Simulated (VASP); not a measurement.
Input of a VASP 6.6.1 run:

File INCAR:

```
PREC = Accurate
ENCUT = 520
EDIFF = 1E-7
ISMEAR = -1
SIGMA = 0.05
LREAL = False
LASPH = True
NELM = 60
ALGO = Normal
ISIF = 2
LWAVE = False
LCHARG = True
GGA = PS
LELF = True
LVHAR = True
NBANDS = 18
```

The input KPOINTS:

```
regular mesh
0
Gamma
  11 11 5
```

The input POSCAR:

```
Ta
1.0
    2.8382820440      0.0000000000      0.0000000000
   -1.4191410220      2.4580243532      0.0000000000
    0.0000000000      0.0000000000      5.0671016000
Ta
2
Direct
    0.3333333333      0.6666666667      0.2500000000
    0.6666666667      0.3333333333      0.7500000000
```

Potentials or basis: VASP PAW PBE potentials, release 64 (Ta_pv).

Launch:

```bash
$ cat potpaw_PBE.64/Ta_pv/POTCAR > POTCAR
$ mpirun -np 1 vasp_std > vasp.out
```

Q: Predict the pressure.

A: 5.3 GPa.

Q: Estimate the band gap on the k mesh.

A: Zero (band 11 reaches 7.00 eV, above the bottom of band 12 at 5.31 eV).

Stress tensor (GPa, compression positive):
```
5.34 0.00 0.00
0.00 5.34 0.00
0.00 0.00 5.24
```

Caveat: the PAW data sets were made with another functional, which shifts forces and pressure a little; spin-orbit coupling is left out, which moves the levels of the heavy elements.
